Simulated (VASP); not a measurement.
HfGa2As2, 5 atoms in the cell. It takes space group P-3m1 (No. 164, trigonal). Conventional cell: a = 4.166 Å, b = 4.166 Å, c = 7.019 Å, α = 90.00°, β = 90.00°, γ = 120.00°. Hf (site symmetry -3m) has 6 As at 3.05 Å and 6 Ga at 3.53 Å within 4.0 Å. Within 3.3 Å of Ga (site symmetry 3m) lie 4 As at 2.51 to 2.57 Å and 3 Ga at 3.04 Å. Within 3.3 Å of As (site symmetry 3m) lie 4 Ga at 2.51 to 2.57 Å and 3 Hf at 3.05 Å. The cell was generated, and may not be a known phase.

```yaml
Program: VASP 6.6.1
Task: relaxation of cell and atoms
Functional: PBE
Potentials_or_basis: VASP PAW PBE potentials, release 64 (Hf_pv, Ga_d, As)
Cutoff: 600 eV
k_mesh: 6 × 6 × 4
Occupations: gaussian, width 0.1 eV
Spin: no spin polarisation
Dipole_correction: no
Further_INCAR_settings: ALGO = Fast; EDIFF = 1e-06; IBRION = 2; EDIFFG = -0.04; NSW = 90; ISIF = 3
```

Potentials or basis: VASP PAW PBE potentials, release 64 (Hf_pv, Ga_d, As).

Command:

```sh
$ cat potpaw_PBE.64/Hf_pv/POTCAR potpaw_PBE.64/Ga_d/POTCAR potpaw_PBE.64/As/POTCAR > POTCAR
$ mpirun -np 1 vasp_std > vasp.out
```

Hardware: 1 thread of Oxide Virtual Turin-like Processor, on a shared host.

Problem. Estimate the wall time of this run.

Solution. Run time: 68 min on 1 thread of Oxide Virtual Turin-like Processor, with other jobs on the host, peak memory 0.3 GiB. Counts: scf iterations 409, k points 24, ion steps 24.
